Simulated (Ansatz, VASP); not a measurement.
## KCdCO3F in VASP and in Ansatz

```
K Cd C O F
1.0
     5.18342    0.00000    0.00000
    -2.59171    4.48897    0.00000
     0.00000    0.00000    4.53315
K Cd C O F
1 1 1 3 1
Direct
  0.00000 0.00000 0.00000
  0.66667 0.33333 0.50000
  0.33333 0.66667 0.50000
  0.18787 0.37574 0.50000
  0.18787 0.81213 0.50000
  0.62426 0.81213 0.50000
  0.66667 0.33333 0.00000
```

Alike in both runs: task single point; functional PBE; k mesh 6 × 6 × 6; no spin polarisation.

```csv
,VASP,Ansatz
version,VASP 6.6.1,Ansatz 0.2.0
potentials or method,"VASP PAW PBE potentials, release 64 (K_sv, Cd, C, O, F)","plane waves, PAW"
plane-wave cutoff (eV),520,420
occupations,"gaussian, width 0.01 eV",fixed
valence electrons in the cell,50,58
```

Ansatz gave:

- gap on the k mesh at the Fermi level (eV): 1.65
- pressure (GPa): -2.8
- traceless stress, the component that is largest in VASP (GPa): 1.31
- rms of the force components (eV/Å): 0.265

Question: Which values does VASP return?

Answer: gap on the k mesh at the Fermi level (eV): 1.63; pressure (GPa): -2.1; traceless stress, the component that is largest in VASP (GPa): 0.93; rms of the force components (eV/Å): 0.172.

Atom by atom the forces differ by 0.093 eV/Å (rms over components). VASP's potentials hold 50 valence electrons a cell and Ansatz's 58, so a difference there can come from the potentials and not from the codes.
